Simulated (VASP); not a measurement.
# Rb3Sr (Pm-3m) in VASP: single point with PBEsol

Aim: the single point of Rb3Sr with PBEsol.

All numbers are computed with VASP 6.6.1; they aren't measurements. Logs are shortened: lines on timing, memory, paths and dates and some standing lists are left out, and cuts for length are marked.

### 1 The cell of the first run

Symmetry: Pm-3m, No. 221, cubic system. Conventional cell: a = 6.829 Å, b = 6.829 Å, c = 6.829 Å, α = 90.00°, β = 90.00°, γ = 90.00°.

### 2 Single point, PBEsol

File INCAR:

```
SYSTEM = Rb3Sr
PREC = Accurate
ENCUT = 520
EDIFF = 1E-6
ISMEAR = 1
SIGMA = 0.1
LREAL = .False.
LASPH = .True.
NELM = 100
ALGO = Normal
ISIF = 2
LWAVE = .False.
LCHARG = .True.
GGA = PS
LELF = .True.
LVHAR = .True.
NBANDS = 26
```

File KPOINTS:

```
Automatic mesh
0
Gamma
  4 4 4
  0 0 0
```

File POSCAR:

```
Rb3Sr
1.0
    6.8286380000      0.0000000000      0.0000000000
    0.0000000000      6.8286380000      0.0000000000
    0.0000000000      0.0000000000      6.8286380000
Rb Sr
3 1
Direct
    0.5000000000      0.0000000000      0.0000000000
    0.0000000000      0.5000000000      0.0000000000
    0.0000000000      0.0000000000      0.5000000000
    0.5000000000      0.5000000000      0.5000000000
```

Potentials or basis: VASP PAW PBE potentials, release 64 (Rb_sv, Sr_sv).

The run is started by

```sh
$ cat potpaw_PBE.64/Rb_sv/POTCAR potpaw_PBE.64/Sr_sv/POTCAR > POTCAR
$ mpirun -np 1 vasp_std > vasp.out
```

OUTCAR:

```text
SYSTEM = Rb3Sr
   PREC = Accurate
   ENCUT = 520
   EDIFF = 1E-6
   ISMEAR = 1
   LREAL = .False.
   LASPH = .True.
   NELM = 100
   ISIF = 2
   GGA = PS

 ion  position               nearest neighbor table
   1  0.500  0.000  0.000-   2 4.83   3 4.83   4 4.83   3 4.83   4 4.83   2 4.83   4 4.83   4 4.83
                             2 4.83   3 4.83   3 4.83   2 4.83
   2  0.000  0.500  0.000-   1 4.83   3 4.83   4 4.83   3 4.83   4 4.83   1 4.83   3 4.83   3 4.83
                             1 4.83   4 4.83   4 4.83   1 4.83
   3  0.000  0.000  0.500-   1 4.83   2 4.83   4 4.83   1 4.83   2 4.83   2 4.83   4 4.83   2 4.83
                             1 4.83   4 4.83   1 4.83   4 4.83
   4  0.500  0.500  0.500-   1 4.83   2 4.83   3 4.83   1 4.83   2 4.83   1 4.83   3 4.83   1 4.83
                             2 4.83   3 4.83   2 4.83   3 4.83

  LATTYP: Found a simple cubic cell.
 ALAT       =     6.8286380000

  Lattice vectors:

 A1 = (   6.8286380000,   0.0000000000,   0.0000000000)
 A2 = (   0.0000000000,   6.8286380000,   0.0000000000)
 A3 = (   0.0000000000,   0.0000000000,   6.8286380000)

Analysis of symmetry for initial positions (statically):
=====================================================================
 Subroutine PRICEL returns:
 Original cell was already a primitive cell.

 Routine SETGRP: Setting up the symmetry group for a
 simple cubic supercell.

 Subroutine GETGRP returns: Found 48 space group operations
 (whereof 48 operations were pure point group operations)
 out of a pool of 48 trial point group operations.

The static configuration has the point symmetry O_h .

Analysis of symmetry for dynamics (positions and initial velocities):
=====================================================================
 Subroutine PRICEL returns:
 Original cell was already a primitive cell.

 Routine SETGRP: Setting up the symmetry group for a
 simple cubic supercell.

 Subroutine GETGRP returns: Found 48 space group operations
 (whereof 48 operations were pure point group operations)
 out of a pool of 48 trial point group operations.

The dynamic configuration has the point symmetry O_h .

 Subroutine INISYM returns: Found 48 space group operations
 (whereof 48 operations are pure point group operations),
 and found     1 'primitive' translations

----------------------------------------------------------------------------------------

                                     Primitive cell

[... 79 lines left out ...]
   EDIFF  = 0.1E-05   stopping-criterion for ELM
   LREAL  =      F    real-space projection
   EDIFFG = 0.1E-04   stopping-criterion for IOM
   NSW    =      0    number of steps for IOM
   IBRION =     -1    ionic relax: 0-MD 1-quasi-New 2-CG
   NFREE  =      0    steps in history (QN), initial steepest desc. (CG)
   ISIF   =      2    stress and relaxation
   ISYM   =      2    0-nonsym 1-usesym 2-fastsym
   POTIM  = 0.5000    time-step for ionic-motion
   TEBEG  =    0.0;   TEEND  =   0.0 temperature during run
   PSTRESS=    0.0 pullay stress
   NELECT =      37.0000    total number of electrons
   NUPDOWN=      -1.0000    fix difference up-down
   EMIN   =  10.00;   EMAX   =-10.00  energy-range for DOS
   EFERMI =   0.00;   METHOD = LEGACY
   ISMEAR =     1;   SIGMA  =   0.10  broadening in eV -4-tet -1-fermi 0-gaus
   EFERMI_NEDOS =   21; number of points for ismear=-14 and -15
   IALGO  =     38    algorithm
   IMIX   =      4    mixing-type and parameters
     AMIX     =   0.40;   BMIX     =  1.00
     AMIX_MAG =   1.60;   BMIX_MAG =  1.00
  volume/ion in A,a.u.               =      79.61       537.20
  Fermi-wavevector in a.u.,A,eV,Ry     =   0.798867  1.509640  8.683088  0.638189
  Thomas-Fermi vector in A             =   1.905861
   LORBIT       =      0    0 simple, 1 ext, 2 COOP (PROOUT), +10 PAW based schemes
   GGA     = PS    functional components
   LHFCALC =     F    Hartree Fock is set to
   AEXX    =    0.0000 exact exchange contribution
   IVDW    =     0    specifies the selected vdW correction
   LEPSILON=     F    determine dielectric tensor
   LRPA    =     F    only Hartree local field effects (RPA)
 non-spin polarized calculation
 Methfessel and Paxton  Order N= 1 SIGMA  =   0.10
  energy-cutoff  :      520.00
  volume of cell :      318.42
 maximum number of plane-waves:      8601
 NGX is ok and might be reduce to    54
   NGX = 25   NGY = 25   NGZ = 25

 number of electron      37.0000000 magnetization

 Free energy of the ion-electron system (eV)
  ---------------------------------------------------
  ext. energy  EPLUGINS =         0.00000000
  ---------------------------------------------------
  free energy    TOTEN  =        -4.35477868 eV

  energy without entropy =       -4.35697234  energy(sigma->0) =       -4.35550990

 E-fermi :   0.1997     XC(G=0):  -5.9997

 val. band max:        0.0769593337   @ k =   0.2500   0.2500   0.0000
 cond. band min:       0.2116550587   @ k =   0.5000   0.5000   0.5000
 fundamental gap:      0.1346957250
 Fermi energy:         0.1997265282

 k-point     1 :       0.0000    0.0000    0.0000
  band No.  band energies     occupation
      1     -37.4513      2.00000
      2     -28.3176      2.00000
      3     -28.3103      2.00000
      4     -28.3103      2.00000
      5     -19.3993      2.00000
      6     -19.3993      2.00000
[... 279 lines left out ...]
     25       2.0880     -0.00000
     26       2.0882     -0.00000

------------------------ aborting loop because EDIFF is reached ----------------------------------------

  FORCE on cell =-STRESS in cart. coord.  units (eV):
  Direction    XX          YY          ZZ          XY          YZ          ZX
  --------------------------------------------------------------------------------------
  -------------------------------------------------------------------------------------
  Total       -0.4133048     -0.4133048     -0.4133048     -0.0000000      0.0000000     -0.0000000
  in kB       -2.0795951     -2.0795951     -2.0795951     -0.0000000      0.0000000     -0.0000000
  external PRESSURE =      -2.0795951 kB  Pullay stress =       0.0000000 kB

 VOLUME and BASIS-vectors are now :
 -----------------------------------------------------------------------------
  energy-cutoff  :      520.00
  volume of cell :      318.42
      direct lattice vectors                 reciprocal lattice vectors
     6.828638000  0.000000000  0.000000000     0.146442087  0.000000000  0.000000000
     0.000000000  6.828638000  0.000000000     0.000000000  0.146442087  0.000000000
     0.000000000  0.000000000  6.828638000     0.000000000  0.000000000  0.146442087

 POSITION                                       TOTAL-FORCE (eV/Angst)
 -----------------------------------------------------------------------------------
      3.41432      0.00000      0.00000         0.000000      0.000000      0.000000
      0.00000      3.41432      0.00000         0.000000      0.000000      0.000000
      0.00000      0.00000      3.41432         0.000000      0.000000      0.000000
      3.41432      3.41432      3.41432         0.000000      0.000000      0.000000
 -----------------------------------------------------------------------------------
    total drift:                                0.000000     -0.000000      0.000000

  FREE ENERGIE OF THE ION-ELECTRON SYSTEM (eV)
  ---------------------------------------------------
  free  energy   TOTEN  =        -4.3547786752 eV

  energy  without entropy=       -4.3569723431  energy(sigma->0) =       -4.35550990
```

Wall time 72 s (1 thread of Intel Xeon 6975P-C (Granite Rapids), shared host); peak memory 0.44 GiB.

Results:

```
Free energy : -4.3548 eV
Pressure    : -0.2 GPa
```

Levels at points of the mesh, in eV from the Fermi level:
| k point | band 15 | band 16 | band 17 | band 18 | band 19 | band 20 | band 21 | band 22 |
| --- | --- | --- | --- | --- | --- | --- | --- | --- |
| (0.00, 0.00, 0.00) | -12.57 | -12.57 | -2.42 | 0.26 | 0.26 | 0.40 | 1.18 | 1.18 |
| (0.50, 0.00, 0.00) | -12.58 | -12.58 | -1.67 | -1.16 | 0.66 | 1.13 | 1.13 | 1.13 |
| (0.50, 0.50, 0.00) | -12.59 | -12.57 | -1.10 | -0.43 | -0.43 | -0.26 | 1.24 | 1.24 |
| (0.50, 0.50, 0.50) | -12.57 | -12.57 | -0.86 | 0.01 | 0.01 | 0.01 | 0.42 | 0.42 |

Caveat: the PAW data sets were made with another functional, which shifts forces and pressure a little.
